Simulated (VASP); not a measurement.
## CdO (rock salt type): single point with PBE

The system is CdO (rock salt type).

```
Cd O
1.0
     0.00000    2.39000    2.39000
     2.39000    0.00000    2.39000
     2.39000    2.39000    0.00000
Cd O
1 1
Direct
  0.00000 0.00000 0.00000
  0.50000 0.50000 0.50000
```

* Program: VASP 6.6.1
* Task: single point
* Functional: PBE
* Potentials or basis: VASP PAW PBE potentials, release 64 (Cd, O)
* Cutoff: 600 eV
* k mesh: 8 × 8 × 8
* Occupations: fermi-dirac, width 0.1 eV
* Spin: no spin polarisation

```json
{
  "Pressure": "0.0 GPa",
  "Band gap on the k mesh": "zero (band 9 reaches 1.57 eV, above the bottom of band 10 at 1.04 eV)"
}
```

Levels at points of the mesh, in eV from the Fermi level:
| k point | band 6 | band 7 | band 8 | band 9 | band 10 | band 11 | band 12 | band 13 |
| --- | --- | --- | --- | --- | --- | --- | --- | --- |
| (0.00, 0.00, 0.00) | -6.71 | -1.50 | -1.50 | -1.50 | -0.88 | 14.55 | 16.32 | 16.32 |
| (0.50, 0.00, 0.00) | -6.49 | -4.04 | -0.36 | -0.36 | 4.06 | 6.60 | 11.34 | 11.34 |
| (0.50, 0.50, 0.00) | -6.12 | -4.33 | -2.42 | -2.42 | 3.32 | 7.98 | 10.68 | 12.57 |

Run time: 14 s on 1 thread of Intel(R) Xeon(R) Platinum 8375C CPU @ 2.90GHz (Ice Lake) (shared host), peak memory 0.16 GiB.
